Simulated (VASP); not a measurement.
# GaP (Cmcm) in VASP: relaxation of cell and atoms with PBE

Aim: the relaxation of cell and atoms of GaP with PBE.

Program: VASP 6.6.1. These are calculated values, not measurements. Logs are shortened: lines on timing, memory, paths and dates and some standing lists are left out, and cuts for length are marked.

## (1) The cell of the first run

Symmetry: Cmcm, No. 63, orthorhombic system. The conventional cell has a = 4.700 Å, b = 4.950 Å, c = 4.700 Å, α = 90.00°, β = 90.00°, γ = 90.00°. Within 3.1 Å of Ga (site symmetry m2m) lie 6 P at 2.35 to 2.53 Å and 2 Ga at 2.78 Å. Within 3.1 Å of P (site symmetry m2m) lie 6 Ga at 2.35 to 2.53 Å and 2 P at 2.83 Å.

## (2) Relaxation of cell and atoms, PBE, target pressure 30.7 GPa, at which the enthalpy is minimised

INCAR reads:

```
PREC = Accurate ; ENCUT = 600
EDIFF = 1E-6 ; ISMEAR = 0
SIGMA = 0.1 ; LREAL = False
LASPH = True ; NELM = 100
ALGO = Normal ; ISIF = 3
LWAVE = False ; LCHARG = False
GGA = PE ; IBRION = 2
NSW = 80 ; EDIFFG = -0.005
PSTRESS = 307.0
```

KPOINTS reads:

```
Automatic mesh
0
Gamma
  14 14 12
```

POSCAR reads:

```
GaP
1.0
    2.3500000000     -2.4750000000      0.0000000000
    2.3500000000      2.4750000000      0.0000000000
    0.0000000000      0.0000000000      4.7000000000
Ga P
2 2
Direct
    0.3500000000      0.6500000000      0.2500000000
    0.6500000000      0.3500000000      0.7500000000
    0.8400000000      0.1600000000      0.2500000000
    0.1600000000      0.8400000000      0.7500000000
```

Potentials or basis: VASP PAW PBE potentials, release 64 (Ga_d, P).

Started as:

```console
cat potpaw_PBE.64/Ga_d/POTCAR potpaw_PBE.64/P/POTCAR > POTCAR
mpirun -np 1 vasp_std > vasp.out
```

OUTCAR:

```text
PREC = Accurate
   ENCUT = 600
   EDIFF = 1E-6
   ISMEAR = 0
   LREAL = False
   LASPH = True
   NELM = 100
   ISIF = 3
   GGA = PE
   IBRION = 2
   NSW = 80
   EDIFFG = -0.005
   PSTRESS = 307.0

 ion  position               nearest neighbor table
   1  0.350  0.650  0.250-   3 2.35   3 2.35   3 2.43   3 2.52   4 2.53   4 2.53   2 2.78   2 2.78

   2  0.650  0.350  0.750-   4 2.35   4 2.35   4 2.43   4 2.52   3 2.53   3 2.53   1 2.78   1 2.78

   3  0.840  0.160  0.250-   1 2.35   1 2.35   1 2.43   1 2.52   2 2.53   2 2.53   4 2.83   4 2.83

   4  0.160  0.840  0.750-   2 2.35   2 2.35   2 2.43   2 2.52   1 2.53   1 2.53   3 2.83   3 2.83

  LATTYP: Found a base centered orthorhombic cell.
 ALAT       =     4.7000000000
 B/A-ratio  =     1.0531914894
 C/A-ratio  =     1.0000000000

  Lattice vectors:

 A1 = (   2.3500000000,  -2.4750000000,   0.0000000000)
 A2 = (   2.3500000000,   2.4750000000,   0.0000000000)
 A3 = (   0.0000000000,   0.0000000000,   4.7000000000)

Analysis of symmetry for initial positions (statically):
=====================================================================
 Subroutine PRICEL returns:
 Original cell was already a primitive cell.

 Routine SETGRP: Setting up the symmetry group for a
 base centered orthorhombic supercell.

 Subroutine GETGRP returns: Found  8 space group operations
 (whereof  4 operations were pure point group operations)
 out of a pool of  8 trial point group operations.

The static configuration has the point symmetry C_2h.
 The point group associated with its full space group is D_2h.

Analysis of symmetry for dynamics (positions and initial velocities):
=====================================================================
 Subroutine PRICEL returns:
 Original cell was already a primitive cell.

 Routine SETGRP: Setting up the symmetry group for a
 base centered orthorhombic supercell.

 Subroutine GETGRP returns: Found  8 space group operations
 (whereof  4 operations were pure point group operations)
 out of a pool of  8 trial point group operations.

The dynamic configuration has the point symmetry C_2h.
 The point group associated with its full space group is D_2h.

 Subroutine INISYM returns: Found  8 space group operations
 (whereof  4 operations are pure point group operations),
 and found     1 'primitive' translations

----------------------------------------------------------------------------------------

                                     Primitive cell

  volume of cell :      54.6728

  direct lattice vectors                    reciprocal lattice vectors
     2.350000000 -2.475000000  0.000000000     0.212765957 -0.202020202  0.000000000
     2.350000000  2.475000000  0.000000000     0.212765957  0.202020202  0.000000000
     0.000000000  0.000000000  4.700000000     0.000000000  0.000000000  0.212765957

  length of vectors
     3.412934954  3.412934954  4.700000000     0.293396514  0.293396514  0.212765957

  position of ions in fractional coordinates (direct lattice)
     0.350000000  0.650000000  0.250000000
     0.650000000  0.350000000  0.750000000
     0.840000000  0.160000000  0.250000000
     0.160000000  0.840000000  0.750000000

  ion indices of the primitive-cell ions
   primitive index   ion index
                 1           1
                 2           2
                 3           3
                 4           4

----------------------------------------------------------------------------------------

 KPOINTS: Automatic mesh

Automatic generation of k-mesh.
 Grid dimensions read from file:
 generate k-points for:   14   14   12

 Generating k-lattice:

  Cartesian coordinates                     Fractional coordinates (reciprocal lattice)
     0.015197568 -0.014430014  0.000000000     0.071428571 -0.000000000  0.000000000
     0.015197568  0.014430014  0.000000000    -0.000000000  0.071428571  0.000000000
     0.000000000  0.000000000  0.017730496     0.000000000  0.000000000  0.083333333

  Length of vectors
     0.020956894  0.020956894  0.017730496

  Shift w.r.t. Gamma in fractional coordinates (k-lattice)
     0.000000000  0.000000000  0.000000000

 Subroutine IBZKPT returns following result:
 ===========================================

 Found    399 irreducible k-points:

 Following reciprocal coordinates:
            Coordinates               Weight
  0.000000  0.000000  0.000000      1.000000
  0.071429  0.000000  0.000000      4.000000
  0.142857  0.000000  0.000000      4.000000
  0.214286 -0.000000  0.000000      4.000000
  0.285714  0.000000  0.000000      4.000000
  0.357143  0.000000  0.000000      4.000000
[... 16 lines left out ...]
  0.214286  0.142857  0.000000      4.000000
  0.285714  0.142857  0.000000      4.000000
 [... further k-points ...]
   k-points           NKPTS =    399   k-points in BZ     NKDIM =    399   number of bands    NBANDS=     22
   number of dos      NEDOS =    301   number of ions     NIONS =      4
   total plane-waves  NPLWV =  31360
   dimension x,y,z NGX =    28 NGY =   28 NGZ =   40
   dimension x,y,z NGXF=    56 NGYF=   56 NGZF=   80
   ions per type =               2   2
   NGX,Y,Z   is equivalent  to a cutoff of  13.64, 13.64, 14.15 a.u.
   NGXF,Y,Z  is equivalent  to a cutoff of  27.28, 27.28, 28.30 a.u.
 SYSTEM =  unknown system
   PREC   = accura    normal or accurate (medium, high low for compatibility)
   ISTART =      0    job   : 0-new  1-cont  2-samecut
   ICHARG =      2    charge: 1-file 2-atom 10-const
   ISPIN  =      1    spin polarized calculation?
   LNONCOLLINEAR =      F non collinear calculations
   LSORBIT =      F    spin-orbit coupling
   LASPH  =      T    aspherical Exc in radial PAW
   ENCUT  =  600.0 eV  44.10 Ry    6.64 a.u.   6.82  6.82  9.39*2*pi/ulx,y,z
   NELM   =    100;   NELMIN=  2; NELMDL= -5     # of ELM steps
   EDIFF  = 0.1E-05   stopping-criterion for ELM
   LREAL  =      F    real-space projection
   EDIFFG = -.5E-02   stopping-criterion for IOM
   NSW    =     80    number of steps for IOM
   IBRION =      2    ionic relax: 0-MD 1-quasi-New 2-CG
   NFREE  =      1    steps in history (QN), initial steepest desc. (CG)
   ISIF   =      3    stress and relaxation
   ISYM   =      2    0-nonsym 1-usesym 2-fastsym
   POTIM  = 0.5000    time-step for ionic-motion
   TEBEG  =    0.0;   TEEND  =   0.0 temperature during run
   PSTRESS=  307.0 pullay stress
   NELECT =      36.0000    total number of electrons
   NUPDOWN=      -1.0000    fix difference up-down
   EMIN   =  10.00;   EMAX   =-10.00  energy-range for DOS
   EFERMI =   0.00;   METHOD = LEGACY
   ISMEAR =     0;   SIGMA  =   0.10  broadening in eV -4-tet -1-fermi 0-gaus
   EFERMI_NEDOS =   21; number of points for ismear=-14 and -15
   IALGO  =     38    algorithm
   IMIX   =      4    mixing-type and parameters
     AMIX     =   0.40;   BMIX     =  1.00
     AMIX_MAG =   1.60;   BMIX_MAG =  1.00
  volume/ion in A,a.u.               =      13.67        92.24
  Fermi-wavevector in a.u.,A,eV,Ry     =   1.424247  2.691437 27.599145  2.028480
  Thomas-Fermi vector in A             =   2.544759
   LORBIT       =      0    0 simple, 1 ext, 2 COOP (PROOUT), +10 PAW based schemes
   GGA     = PE    functional components
   LHFCALC =     F    Hartree Fock is set to
   AEXX    =    0.0000 exact exchange contribution
   IVDW    =     0    specifies the selected vdW correction
   LEPSILON=     F    determine dielectric tensor
   LRPA    =     F    only Hartree local field effects (RPA)
 conjugate gradient relaxation of ions
 non-spin polarized calculation
 Gauss-broadening in eV      SIGMA  =   0.10
  energy-cutoff  :      600.00
  volume of cell :       54.67
 maximum number of plane-waves:      1848
   NGX = 13   NGY = 13   NGZ = 19

--------------------------------------- Ionic step        1  -------------------------------------------

 number of electron      36.0000004 magnetization

 Free energy of the ion-electron system (eV)
  ---------------------------------------------------
  ext. energy  EPLUGINS =         0.00000000
  ---------------------------------------------------
  free energy    TOTEN  =       -15.45599041 eV

  energy without entropy =      -15.44936286  energy(sigma->0) =      -15.45267664

------------------------ aborting loop because EDIFF is reached ----------------------------------------

  FORCE on cell =-STRESS in cart. coord.  units (eV):
  Direction    XX          YY          ZZ          XY          YZ          ZX
  --------------------------------------------------------------------------------------
  -------------------------------------------------------------------------------------
  Total       11.3291350      9.6023462      7.6239654      0.0000000     -0.0000000      0.0000000
  in kB      331.9987240    281.3954203    223.4192445      0.0000000     -0.0000000      0.0000000
  external PRESSURE =     -28.0622037 kB  Pullay stress =     307.0000000 kB
[... 65 lines left out ...]
  enthalpy is  TOTEN    =        -5.0148967231 eV   P V=       10.1120987387

--------------------------------------- Ionic step        3  -------------------------------------------

 number of electron      36.0000017 magnetization

 E-fermi :  10.0240     XC(G=0): -12.2604

 val. band max:       10.0221513476   @ k =  -0.2857   0.1429   0.3333
 cond. band min:      10.0283127306   @ k =   0.2857   0.0714   0.5000
 fundamental gap:      0.0061613830
 Fermi energy:        10.0239839183

 k-point     1 :       0.0000    0.0000    0.0000
  band No.  band energies     occupation
      1      -5.8873      2.00000
      2      -5.6735      2.00000
      3      -5.3955      2.00000
      4      -5.3680      2.00000
      5      -5.3450      2.00000
      6      -5.3018      2.00000
[... 574 lines left out ...]
      6      -5.2905      2.00000
[... 14 lines left out ...]
     21      13.1485      0.00000
     22      15.1725      0.00000

 [... further k-points ...]

------------------------ aborting loop because EDIFF is reached ----------------------------------------

  FORCE on cell =-STRESS in cart. coord.  units (eV):
  Direction    XX          YY          ZZ          XY          YZ          ZX
  --------------------------------------------------------------------------------------
  -------------------------------------------------------------------------------------
  Total       10.9311004     11.4189486     10.2111801      0.0000000      0.0000000      0.0000000
  in kB      328.2770836    342.9278862    306.6568149      0.0000000      0.0000000      0.0000000
  external PRESSURE =      18.9539282 kB  Pullay stress =     307.0000000 kB
[... 19 lines left out ...]
  FREE ENERGIE OF THE ION-ELECTRON SYSTEM (eV)
  ---------------------------------------------------
  free  energy   TOTEN  =       -15.2467506025 eV

  energy  without entropy=      -15.2406189425  energy(sigma->0) =      -15.24368477

  enthalpy is  TOTEN    =        -5.0241429617 eV   P V=       10.2226076408

[... ionic steps 4 to 39 ...]

--------------------------------------- Ionic step       40  -------------------------------------------

 number of electron      36.0000005 magnetization

------------------------ aborting loop because EDIFF is reached ----------------------------------------

  FORCE on cell =-STRESS in cart. coord.  units (eV):
  Direction    XX          YY          ZZ          XY          YZ          ZX
  --------------------------------------------------------------------------------------
  -------------------------------------------------------------------------------------
  Total       10.3628456     10.3853819     10.3931751      0.0000000     -0.0000000      0.0000000
  in kB      306.5591487    307.2258300    307.4563719      0.0000000     -0.0000000      0.0000000
  external PRESSURE =       0.0804502 kB  Pullay stress =     307.0000000 kB
[... 65 lines left out ...]
  enthalpy is  TOTEN    =        -5.0473355034 eV   P V=       10.3787380366

--------------------------------------- Ionic step       42  -------------------------------------------

 number of electron      36.0000006 magnetization

 Free energy of the ion-electron system (eV)
  ---------------------------------------------------
  ext. energy  EPLUGINS =         0.00000000
  ---------------------------------------------------
  free energy    TOTEN  =       -15.42614522 eV

  energy without entropy =      -15.42049446  energy(sigma->0) =      -15.42331984

 E-fermi :   9.7458     XC(G=0): -12.1723

 val. band max:        9.7349674936   @ k =   0.3571   0.0000   0.5000
 cond. band min:       9.7542958023   @ k =  -0.3571   0.0714   0.3333
 fundamental gap:      0.0193283086
 Fermi energy:         9.7458209416

 k-point     1 :       0.0000    0.0000    0.0000
  band No.  band energies     occupation
      1      -5.9386      2.00000
      2      -5.8970      2.00000
      3      -5.5898      2.00000
      4      -5.5599      2.00000
      5      -5.5549      2.00000
      6      -5.5016      2.00000
[... 574 lines left out ...]
      6      -5.4832      2.00000
[... 14 lines left out ...]
     21      12.8067      0.00000
     22      15.0385      0.00000

 [... further k-points ...]

------------------------ aborting loop because EDIFF is reached ----------------------------------------

  FORCE on cell =-STRESS in cart. coord.  units (eV):
  Direction    XX          YY          ZZ          XY          YZ          ZX
  --------------------------------------------------------------------------------------
  -------------------------------------------------------------------------------------
  Total       10.3664975     10.3663654     10.3777509      0.0000000     -0.0000000      0.0000000
  in kB      306.6358130    306.6319038    306.9686834      0.0000000     -0.0000000      0.0000000
  external PRESSURE =      -0.2545333 kB  Pullay stress =     307.0000000 kB
[... 19 lines left out ...]
  FREE ENERGIE OF THE ION-ELECTRON SYSTEM (eV)
  ---------------------------------------------------
  free  energy   TOTEN  =       -15.4261452205 eV

  energy  without entropy=      -15.4204944633  energy(sigma->0) =      -15.42331984

  enthalpy is  TOTEN    =        -5.0473355627 eV   P V=       10.3788096578

 reached required accuracy - stopping structural energy minimisation
```

Wall time 1.7 h (1 thread of Intel Xeon Platinum 8488C (Sapphire Rapids), shared host); peak memory 0.63 GiB.

Results:

```
Free energy                                                : -15.4261 eV
Relaxed volume                                             : 13.54 Å³/atom
Relaxed cell                                               : a = 3.437 Å, b = 3.437 Å, c = 4.589 Å, α = 90.00°, β = 90.00°, γ = 92.39°
Space group after relaxing (to 0.1 Å)                      : Cmcm (No. 63)
Energy change on relaxing (the run minimises the enthalpy) : +7.5 meV/atom
Ionic steps                                                : 42
Pressure after relaxing                                    : 30.7 GPa
Band gap on the k mesh                                     : zero (bands 18 and 19 overlap by 3.98 eV)
```

Forces on the atoms (eV/Å):
```
Ga   0.000  0.003  0.000
Ga   0.000 -0.003  0.000
P    0.000  0.002  0.000
P    0.000 -0.002  0.000
```

The path:
```tsv
step	energy change (eV)	largest force (eV/Å)	pressure (GPa)	volume (Å³)
1	0.0000	0.2462	27.89	54.67
3	0.2092	0.2031	32.60	53.35
5	0.0895	0.1096	30.22	53.92
7	0.1107	0.1210	30.85	53.80
9	0.0609	0.0660	30.48	54.03
11	0.0183	0.0505	30.22	54.24
13	0.0615	0.0596	31.08	54.01
15	0.0376	0.0506	30.72	54.13
17	0.0295	0.0115	30.57	54.17
19	0.0395	0.0111	30.79	54.12
21	0.0350	0.0104	30.78	54.14
23	0.0345	0.0104	30.71	54.14
25	0.0349	0.0108	30.75	54.14
27	0.0300	0.0103	30.68	54.16
29	0.0296	0.0108	30.60	54.17
31	0.0281	0.0053	30.61	54.17
33	0.0333	0.0063	30.78	54.15
35	0.0313	0.0054	30.69	54.16
37	0.0305	0.0042	30.67	54.16
39	0.0308	0.0066	30.71	54.16
41	0.0299	0.0024	30.63	54.16
42	0.0298	0.0027	30.67	54.17
```

Final structure:
```xyz
4
Lattice="2.3791 -2.4804 0.0000 2.3791 2.4804 0.0000 0.0000 0.0000 4.5893" Properties=species:S:1:pos:R:3 pbc="T T T"
Ga    2.3791    0.8222    1.1473
Ga    2.3791   -0.8222    3.4420
P     2.3791   -1.6150    1.1473
P     2.3791    1.6150    3.4420
```

Levels at points of the mesh, in eV from the Fermi level:
```csv
k point,band 14,band 15,band 16,band 17,band 18,band 19,band 20,band 21,band 22
"(0.00, 0.00, 0.00)",-3.98,-3.80,-3.69,-1.68,0.46,1.09,3.01,3.52,4.85
"(0.50, 0.00, 0.00)",-5.60,-4.88,-4.38,-1.37,-0.30,0.45,1.57,4.82,5.93
"(0.50, 0.50, 0.00)",-7.84,-3.88,-3.69,-3.25,-3.13,-3.08,-1.75,0.80,2.59
"(0.00, 0.00, 0.50)",-3.56,-2.62,-2.62,-2.13,-2.13,0.91,0.91,3.21,3.21
"(0.50, 0.00, 0.50)",-9.60,-0.58,-0.58,-0.01,-0.01,2.68,2.68,3.01,3.01
"(0.50, 0.50, 0.50)",-7.23,-6.39,-6.39,-6.16,-6.16,3.34,3.34,6.11,6.11
```

Caveat: the cell is relaxed towards a set pressure, so the run minimises the enthalpy, not the energy.
